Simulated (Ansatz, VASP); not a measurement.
One calculation of TaN, two programs

```
Ta N
1.0
     3.00681    0.00000    0.00000
    -1.50340    2.60397    0.00000
     0.00000    0.00000    4.85153
Ta N
2 2
Cartesian
  0.0000 0.0000 0.0000
  0.0000 0.0000 2.4258
  0.0000 1.7360 1.2129
  1.5034 0.8680 3.6386
```

Change from the starting cell: volume scaled by 0.96.

Alike in both runs: task single point; functional PBEsol; k mesh 9 × 9 × 5; occupations fermi-dirac, width 0.01 eV; no spin polarisation.

|  | VASP | Ansatz |
| --- | --- | --- |
| version | VASP 6.6.1 | Ansatz 0.2.0 |
| potentials or method | VASP PAW PBE potentials, release 64 (Ta_pv, N), cutoff 520 eV | all-electron LAPW, scalar-relativistic |

Ansatz gave:

```
pressure (GPa)                                                : 70.5
traceless stress, the component that is largest in VASP (GPa) : 63.05
```

**Question.** Which values does VASP return?

**Answer.** Pressure (GPa): 73.4; traceless stress, the component that is largest in VASP (GPa): 64.05.

VASP's potentials were made for PBE, not for PBEsol. Both programs put the cell under a high pressure, so it lies far from rest at this level. Ansatz ran all-electron here, and VASP with PAW potentials.

Spin-orbit coupling is off throughout. Noted on VASP's run: the cell as given lies far from equilibrium.
